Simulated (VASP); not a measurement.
# GaP (F-43m) in VASP: a series of runs, part 2 of 2

VASP 6.6.1.

## (3) Relaxation of cell and atoms, PBEsol, target pressure 4 GPa, at which the enthalpy is minimised

This run uses another cell than the first one, of 20.11 Å³/atom, 1.044 times its volume.

INCAR

```
SYSTEM = GaP
ALGO = Normal
EDIFF = 1E-6
EDIFFG = -0.001
ENCUT = 600
GGA = PS
IBRION = 2
ISIF = 3
ISMEAR = 0
LASPH = .True.
LCHARG = .False.
LREAL = .False.
LWAVE = .False.
NELM = 80
NSW = 80
PREC = Accurate
PSTRESS = 40.0
SIGMA = 0.01
```

KPOINTS

```
k-points
0
Gamma
  8 8 8
  0 0 0
```

POSCAR

```
GaP
1.0
    0.0000000000      2.7192250973      2.7192250973
    2.7192250973      0.0000000000      2.7192250973
    2.7192250973      2.7192250973      0.0000000000
Ga P
1 1
Direct
    0.0000000000      0.0000000000      0.0000000000
    0.7500000000      0.7500000000      0.7500000000
```

Potentials or basis: VASP PAW PBE potentials, release 64 (Ga_d, P).

Launch:

```console
$ cat potpaw_PBE.64/Ga_d/POTCAR potpaw_PBE.64/P/POTCAR > POTCAR
$ mpirun -np 1 vasp_std > vasp.out
```

OUTCAR:

```text
SYSTEM = GaP
   EDIFF = 1E-6
   EDIFFG = -0.001
   ENCUT = 600
   GGA = PS
   IBRION = 2
   ISIF = 3
   ISMEAR = 0
   LASPH = .True.
   LREAL = .False.
   NELM = 80
   NSW = 80
   PREC = Accurate
   PSTRESS = 40.0

 ion  position               nearest neighbor table
   1  0.000  0.000  0.000-   2 2.35   2 2.35   2 2.35   2 2.35
   2  0.750  0.750  0.750-   1 2.35   1 2.35   1 2.35   1 2.35

  LATTYP: Found a face centered cubic cell.
 ALAT       =     5.4384501946

  Lattice vectors:

 A1 = (   0.0000000000,   2.7192250973,   2.7192250973)
 A2 = (   2.7192250973,   0.0000000000,   2.7192250973)
 A3 = (   2.7192250973,   2.7192250973,   0.0000000000)

Analysis of symmetry for initial positions (statically):
=====================================================================
 Subroutine PRICEL returns:
 Original cell was already a primitive cell.

 Routine SETGRP: Setting up the symmetry group for a
 face centered cubic supercell.

 Subroutine GETGRP returns: Found 24 space group operations
 (whereof 24 operations were pure point group operations)
 out of a pool of 48 trial point group operations.

The static configuration has the point symmetry T_d .

Analysis of symmetry for dynamics (positions and initial velocities):
=====================================================================
[... 462 lines left out ...]

 number of electron      18.0000003 magnetization

 Free energy of the ion-electron system (eV)
  ---------------------------------------------------
  ext. energy  EPLUGINS =         0.00000000
  ---------------------------------------------------
  free energy    TOTEN  =        -9.90103052 eV

  energy without entropy =       -9.90103052  energy(sigma->0) =       -9.90103052

 E-fermi :   5.1735     XC(G=0): -10.2502

 val. band max:        5.0960103242   @ k =   0.0000   0.0000   0.0000
 cond. band min:       6.5041372596   @ k =   0.5000   0.5000   0.0000
 fundamental gap:      1.4081269354
 Fermi energy:         5.1735223674

 k-point     1 :       0.0000    0.0000    0.0000
  band No.  band energies     occupation
      1      -9.5435      2.00000
      2      -9.5435      2.00000
      3      -9.5435      2.00000
      4      -9.4264      2.00000
      5      -9.4264      2.00000
      6      -7.8197      2.00000
      7       5.0960      2.00000
      8       5.0960      2.00000
      9       5.0960      2.00000
     10       7.2633      0.00000
     11       8.9053      0.00000
     12       8.9053      0.00000
     13       8.9053      0.00000
[... 354 lines left out ...]
  band No.  band energies     occupation
      1      -9.6503      2.00000
      2      -9.5072      2.00000
      3      -9.4926      2.00000
      4      -9.4332      2.00000
      5      -9.4178      2.00000
      6      -5.1182      2.00000
      7      -1.6320      2.00000
      8       1.6687      2.00000
      9       2.9925      2.00000
     10       8.6280      0.00000
     11       9.2556      0.00000
     12      11.6518      0.00000
     13      13.0829      0.00000

 [... further k-points ...]

------------------------ aborting loop because EDIFF is reached ----------------------------------------

  FORCE on cell =-STRESS in cart. coord.  units (eV):
  Direction    XX          YY          ZZ          XY          YZ          ZX
  --------------------------------------------------------------------------------------
  -------------------------------------------------------------------------------------
  Total        0.9614133      0.9614133      0.9614133      0.0000000      0.0000000      0.0000000
  in kB       40.0108973     40.0108973     40.0108973      0.0000000      0.0000000      0.0000000
  external PRESSURE =       0.0108973 kB  Pullay stress =      40.0000000 kB
[... 21 lines left out ...]
  energy  without entropy=       -9.9010305212  energy(sigma->0) =       -9.90103052

  enthalpy is  TOTEN    =        -8.9398790220 eV   P V=        0.9611514992

 reached required accuracy - stopping structural energy minimisation
```

CONTCAR:

```text
GaP
   1.00000000000000
    -0.0000000000000000    2.6800165813144456    2.6800165813144456
     2.6800165813144456   -0.0000000000000000    2.6800165813144456
     2.6800165813144456    2.6800165813144456   -0.0000000000000000
  Ga              P
     1     1
Direct
     0.0000000000000000    0.0000000000000000    0.0000000000000000
     0.7500000000000000    0.7500000000000000    0.7500000000000000

  0.00000000E+00  0.00000000E+00  0.00000000E+00
  0.00000000E+00  0.00000000E+00  0.00000000E+00
```

It took 92 s on 1 thread of Intel Xeon 8259CL, shared host; peak memory 0.2 GiB.

Results:

```
Free energy                                            : -9.9010 eV
Relaxed volume                                         : 19.25 Å³/atom
Relaxed cell                                           : a = 3.790 Å, b = 3.790 Å, c = 3.790 Å, α = 60.00°, β = 60.00°, γ = 60.00°
Space group after relaxing (to 0.05 Å)                 : F-43m (No. 216)
Energy change on relaxing (the enthalpy is what falls) : +10.0 meV/atom
Ionic steps                                            : 9
Pressure after relaxing                                : 4.0 GPa
Band gap on the k mesh                                 : 1.41 eV, indirect (least direct gap 2.17 eV)
```

Step by step:
```tsv
step	energy change (eV)	largest force (eV/Å)	pressure (GPa)	volume (Å³)
1	0.0000	0.0000	-0.09	40.21
2	0.0624	0.0000	7.38	37.30
3	0.0200	0.0000	3.89	38.50
4	0.0210	0.0000	4.12	38.46
5	0.0191	0.0000	3.88	38.54
6	0.0202	0.0000	4.05	38.49
7	0.0199	0.0000	3.93	38.50
8	0.0201	0.0000	4.01	38.50
9	0.0201	0.0000	4.00	38.50
```

Final structure:
```cif
data_structure
_symmetry_space_group_name_H-M 'P 1'
_symmetry_Int_Tables_number 1
_cell_length_a 3.7901
_cell_length_b 3.7901
_cell_length_c 3.7901
_cell_angle_alpha 60.000
_cell_angle_beta 60.000
_cell_angle_gamma 60.000
_cell_volume 38.50
loop_
_atom_site_label
_atom_site_type_symbol
_atom_site_fract_x
_atom_site_fract_y
_atom_site_fract_z
_atom_site_occupancy
Ga1 Ga 0.00000 0.00000 0.00000 1
P1 P 0.75000 0.75000 0.75000 1
```

Caveat: the cell is relaxed towards a set pressure, so the enthalpy falls and the energy may rise; the PAW data sets were made with another functional, which shifts forces and pressure a little.
